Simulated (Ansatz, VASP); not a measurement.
**SnTe3, level by level in two programs**

```
CELL_PARAMETERS angstrom
0.00000 3.91203 3.91203
3.91203 0.00000 3.91203
3.91203 3.91203 0.00000
ATOMIC_POSITIONS crystal
Te 0.50000 0.50000 0.50000
Te 0.75000 0.75000 0.75000
Te 0.25000 0.25000 0.25000
Sn 0.00000 0.00000 0.00000
```

Single points on this cell with VASP 6.6.1 and Ansatz 0.2.0. Each row is one pair of runs. Alike in all rows: spin: off; k mesh: 6 × 6 × 6; smearing: fermi-dirac, width 0.05 eV.

```tsv
level	VASP's potentials, cutoff	Ansatz's potentials, cutoff	gap on the k mesh at the Fermi level (eV), VASP	gap on the k mesh at the Fermi level (eV), Ansatz	pressure (GPa), VASP	pressure (GPa), Ansatz
PBE	VASP PAW PBE potentials, release 64 (Te, Sn_d), 520 eV	Ansatz PAW, 420 eV	none	?	-1.7	?
r2SCAN	VASP PAW PBE potentials, release 64 (Te, Sn_d), 520 eV	Ansatz PAW, 500 eV	none	none	-1.8	-1.8
LDA	VASP PAW LDA potentials, release 64 (Te, Sn_d), 520 eV	Ansatz PAW, 420 eV	none	none	-5.3	-5.3
```

Problem. Fill in what Ansatz gave in row 1.

Solution. gap on the k mesh at the Fermi level (eV): none; pressure (GPa): -1.6.

VASP's potentials hold 32 valence electrons a cell and Ansatz's 62, so a difference there can come from the potentials and not from the codes.

A gap of «none» marks a metal or a gap that the smearing closes.

Spin-orbit coupling is off throughout.
